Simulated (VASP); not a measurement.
# Ti12Si in VASP: single point with PBE

Aim: the single point of Ti12Si with PBE.

Program: VASP 6.6.1. These are calculated values, not measurements. Logs are shortened: lines on timing, memory, paths and dates and some standing lists are left out, and cuts for length are marked.

## (1) The cell of the first run

The cell holds a slab with vacuum, 13 atoms: a = 5.815 Å, b = 5.815 Å, c = 19.306 Å, α = 90.00°, β = 90.00°, γ = 90.00°.

## (2) Single point, PBE

INCAR

```
PREC = Accurate
ENCUT = 520
EDIFF = 1E-6
ISMEAR = 0
SIGMA = 0.1
LREAL = F
LASPH = T
NELM = 80
ALGO = Normal
ISIF = 2
LWAVE = F
LCHARG = F
LDIPOL = T
IDIPOL = 3
DIPOL = 0.5 0.5 0.321
GGA = PE
NBANDS = 86
```

KPOINTS

```
Automatic mesh
0
Gamma
  5 5 1
```

POSCAR

```
Ti12Si
1.0
    5.8150893847      0.0000000000      0.0000000000
    0.0000000000      5.8150893847      0.0000000000
    0.0000000000      0.0000000000     19.3059825436
Ti Si
12 1
Direct
    0.2500000000      0.2500000000      0.2071896621
    0.2500000000      0.7500000000      0.2071896621
    0.7500000000      0.2500000000      0.2071896621
    0.7500000000      0.7500000000      0.2071896621
    0.0000000000      0.0000000000      0.3057583574
    0.0000000000      0.5000000000      0.3057583574
    0.5000000000      0.0000000000      0.3057583574
    0.5000000000      0.5000000000      0.3057583574
    0.2500000000      0.2500000000      0.4043297214
    0.2500000000      0.7500000000      0.4043297214
    0.7500000000      0.2500000000      0.4043297214
    0.7500000000      0.7500000000      0.4043297214
    0.4166666667      0.4166666667      0.5010919475
```

Potentials or basis: VASP PAW PBE potentials, release 64 (Ti_sv, Si).

The run is started by

```sh
> cat potpaw_PBE.64/Ti_sv/POTCAR potpaw_PBE.64/Si/POTCAR > POTCAR
> mpirun -np 1 vasp_std > vasp.out
```

OUTCAR:

```text
PREC = Accurate
   ENCUT = 520
   EDIFF = 1E-6
   ISMEAR = 0
   LREAL = F
   LASPH = T
   NELM = 80
   ISIF = 2
   GGA = PE

 ion  position               nearest neighbor table
   1  0.250  0.250  0.207-   5 2.80   6 2.80   7 2.80   8 2.80   2 2.91   3 2.91   2 2.91   3 2.91

   2  0.250  0.750  0.207-   5 2.80   6 2.80   7 2.80   8 2.80   1 2.91   4 2.91   1 2.91   4 2.91

   3  0.750  0.250  0.207-   5 2.80   6 2.80   7 2.80   8 2.80   1 2.91   4 2.91   4 2.91   1 2.91
[... 4 lines left out ...]
                             6 2.91   7 2.91   6 2.91   7 2.91
   6  0.000  0.500  0.306-   1 2.80   2 2.80   3 2.80   4 2.80   9 2.80  10 2.80  11 2.80  12 2.80
                             5 2.91   8 2.91   5 2.91   8 2.91
   7  0.500  0.000  0.306-   1 2.80   2 2.80   3 2.80   4 2.80   9 2.80  10 2.80  11 2.80  12 2.80
                             5 2.91   8 2.91   8 2.91   5 2.91
   8  0.500  0.500  0.306-   1 2.80   2 2.80   3 2.80   4 2.80   9 2.80  10 2.80  11 2.80  12 2.80
                             6 2.91   7 2.91   7 2.91   6 2.91
   9  0.250  0.250  0.404-  13 2.32   6 2.80   7 2.80   8 2.80   5 2.80  11 2.91  10 2.91  10 2.91
                            11 2.91
  10  0.250  0.750  0.404-   5 2.80   6 2.80   7 2.80   8 2.80  13 2.86  12 2.91   9 2.91   9 2.91
                            12 2.91
  11  0.750  0.250  0.404-   5 2.80   6 2.80   7 2.80   8 2.80  13 2.86  12 2.91   9 2.91  12 2.91
                             9 2.91
  12  0.750  0.750  0.404-   5 2.80   6 2.80   7 2.80   8 2.80  10 2.91  11 2.91  11 2.91  10 2.91

  13  0.417  0.417  0.501-   9 2.32  10 2.86  11 2.86

  LATTYP: Found a simple tetragonal cell.
 ALAT       =     5.8150893847
 C/A-ratio  =     3.3199803591

  Lattice vectors:

 A1 = (   5.8150893847,   0.0000000000,   0.0000000000)
 A2 = (   0.0000000000,   5.8150893847,   0.0000000000)
 A3 = (   0.0000000000,   0.0000000000,  19.3059825436)

Analysis of symmetry for initial positions (statically):
=====================================================================
 Subroutine PRICEL returns:
 Original cell was already a primitive cell.

 Routine SETGRP: Setting up the symmetry group for a
 simple tetragonal supercell.

 Subroutine GETGRP returns: Found  2 space group operations
 (whereof  2 operations were pure point group operations)
 out of a pool of 16 trial point group operations.

The static configuration has the point symmetry C_1h.

Analysis of symmetry for dynamics (positions and initial velocities):
=====================================================================
 Subroutine PRICEL returns:
[... 137 lines left out ...]
  Fermi-wavevector in a.u.,A,eV,Ry     =   0.998222  1.886366 13.557489  0.996447
  Thomas-Fermi vector in A             =   2.130431
   LORBIT       =      0    0 simple, 1 ext, 2 COOP (PROOUT), +10 PAW based schemes
   GGA     = PE    functional components
   LHFCALC =     F    Hartree Fock is set to
   AEXX    =    0.0000 exact exchange contribution
   IVDW    =     0    specifies the selected vdW correction
   LEPSILON=     F    determine dielectric tensor
   LRPA    =     F    only Hartree local field effects (RPA)
 non-spin polarized calculation
 Gauss-broadening in eV      SIGMA  =   0.10
  energy-cutoff  :      520.00
  volume of cell :      652.84
 maximum number of plane-waves:     17596
 NGX is ok and might be reduce to    48
   NGX = 21   NGY = 21   NGZ = 71

 dipolmoment           0.000000      0.000000     -0.857726 electrons x Angstroem

 number of electron     148.0000052 magnetization

 dipolmoment           0.000000      0.000000      0.183197 electrons x Angstroem

 Free energy of the ion-electron system (eV)
  ---------------------------------------------------
  ext. energy  EPLUGINS =         0.00000000
  ---------------------------------------------------
  free energy    TOTEN  =       -91.78575906 eV

  energy without entropy =      -91.64058475  energy(sigma->0) =      -91.71317191

 E-fermi :   0.1282     XC(G=0):  -4.9992

 val. band max:        0.1278080203   @ k =   0.0000   0.0000   0.0000
 cond. band min:       0.1291473354   @ k =   0.0000   0.0000   0.0000
 fundamental gap:      0.0013393151
 Fermi energy:         0.1281521424

 k-point     1 :       0.0000    0.0000    0.0000
  band No.  band energies     occupation
      1     -56.7485      2.00000
      2     -56.6862      2.00000
      3     -56.6676      2.00000
      4     -56.6611      2.00000
      5     -56.6346      2.00000
      6     -56.6317      2.00000
[... 790 lines left out ...]
     85       1.0214      0.00000
     86       1.0818      0.00000

------------------------ aborting loop because EDIFF is reached ----------------------------------------

 vacuum level on the upper side and lower side of the slab       (xc-potential included)         0.309        -0.623

  FORCE on cell =-STRESS in cart. coord.  units (eV):
  Direction    XX          YY          ZZ          XY          YZ          ZX
  --------------------------------------------------------------------------------------
  -------------------------------------------------------------------------------------
  Total       -4.6517247     -4.6517247      1.7706016      0.5769150      1.8981582      1.8981577
  in kB      -11.4161558    -11.4161558      4.3453698      1.4158516      4.6584162      4.6584150
  external PRESSURE =      -6.1623140 kB  Pullay stress =       0.0000000 kB

 VOLUME and BASIS-vectors are now :
 -----------------------------------------------------------------------------
  energy-cutoff  :      520.00
  volume of cell :      652.84
      direct lattice vectors                 reciprocal lattice vectors
     5.815089385  0.000000000  0.000000000     0.171966402  0.000000000  0.000000000
     0.000000000  5.815089385  0.000000000     0.000000000  0.171966402  0.000000000
     0.000000000  0.000000000 19.305982544     0.000000000  0.000000000  0.051797416

 POSITION                                       TOTAL-FORCE (eV/Angst)
 -----------------------------------------------------------------------------------
      1.45377      1.45377      4.00000         0.033444      0.033444     -0.070906
      1.45377      4.36132      4.00000        -0.000555     -0.017187      0.057171
      4.36132      1.45377      4.00000        -0.017187     -0.000555      0.057171
      4.36132      4.36132      4.00000        -0.011030     -0.011030      0.095688
      0.00000      0.00000      5.90297        -0.091813     -0.091813     -0.320998
      0.00000      2.90754      5.90297        -0.029732      0.138162     -0.274276
      2.90754      0.00000      5.90297         0.138162     -0.029732     -0.274276
      2.90754      2.90754      5.90297         0.104705      0.104705     -0.374398
      1.45377      1.45377      7.80598        -0.518799     -0.518799     -0.883442
      1.45377      4.36132      7.80598         0.109536     -0.655796      0.756993
      4.36132      1.45377      7.80598        -0.655796      0.109536      0.756993
      4.36132      4.36132      7.80598        -0.209992     -0.209992      0.471989
      2.42295      2.42295      9.67407         1.149056      1.149056      0.002290
 -----------------------------------------------------------------------------------
    total drift:                               -0.000023     -0.000023      0.000769

  FREE ENERGIE OF THE ION-ELECTRON SYSTEM (eV)
  ---------------------------------------------------
  free  energy   TOTEN  =       -91.7857590629 eV

  energy  without entropy=      -91.6405847511  energy(sigma->0) =      -91.71317191

 vacuum level on the upper side and lower side of the slab         4.811         3.836
```

OSZICAR:

```text
N       E                     dE             d eps       ncg     rms          rms(c)
DAV:   1     0.184284497335E+04    0.18428E+04   -0.79740E+04  1900   0.170E+03
DAV:   2     0.168000682403E+03   -0.16748E+04   -0.16481E+04  1598   0.545E+02
DAV:   3    -0.564653695593E+02   -0.22447E+03   -0.21804E+03  2456   0.173E+02
[... 28 lines left out ...]
DAV:  32    -0.917857405559E+02   -0.25823E-04   -0.19488E-06  1184   0.610E-03    0.231E-03
DAV:  33    -0.917857533170E+02   -0.12761E-04   -0.10910E-06  1136   0.388E-03    0.212E-03
DAV:  34    -0.917857563857E+02   -0.30686E-05   -0.37308E-07  1056   0.316E-03    0.141E-03
DAV:  35    -0.917857586452E+02   -0.22596E-05   -0.46822E-07  1064   0.282E-03    0.127E-03
DAV:  36    -0.917857590629E+02   -0.41763E-06   -0.19815E-07  1056   0.216E-03
   1 F= -.91785759E+02 E0= -.91713172E+02  d E =-.145174E+00
```

It took 31 min on 1 thread of Intel Xeon 6975P-C (Granite Rapids), shared host; peak memory 0.83 GiB.

What came out:

- Free energy: -91.7858 eV
- Largest force: 1.625 eV/Å
- Band gap on the k mesh: zero (bands 74 and 75 overlap by 0.22 eV)

Forces on the atoms (eV/Å):
```
Ti   0.033  0.033 -0.071
Ti  -0.001 -0.017  0.057
Ti  -0.017 -0.001  0.057
Ti  -0.011 -0.011  0.096
Ti  -0.092 -0.092 -0.321
Ti  -0.030  0.138 -0.274
Ti   0.138 -0.030 -0.274
Ti   0.105  0.105 -0.374
Ti  -0.519 -0.519 -0.883
Ti   0.110 -0.656  0.757
Ti  -0.656  0.110  0.757
Ti  -0.210 -0.210  0.472
Si   1.149  1.149  0.002
```

Levels at points of the mesh, in eV from the Fermi level:
```tsv
k point	band 69	band 70	band 71	band 72	band 73	band 74	band 75	band 76	band 77	band 78
(0.00, 0.00, 0.00)	-0.25	-0.22	-0.10	-0.01	0.00	0.00	0.29	0.49	0.62	0.76
```
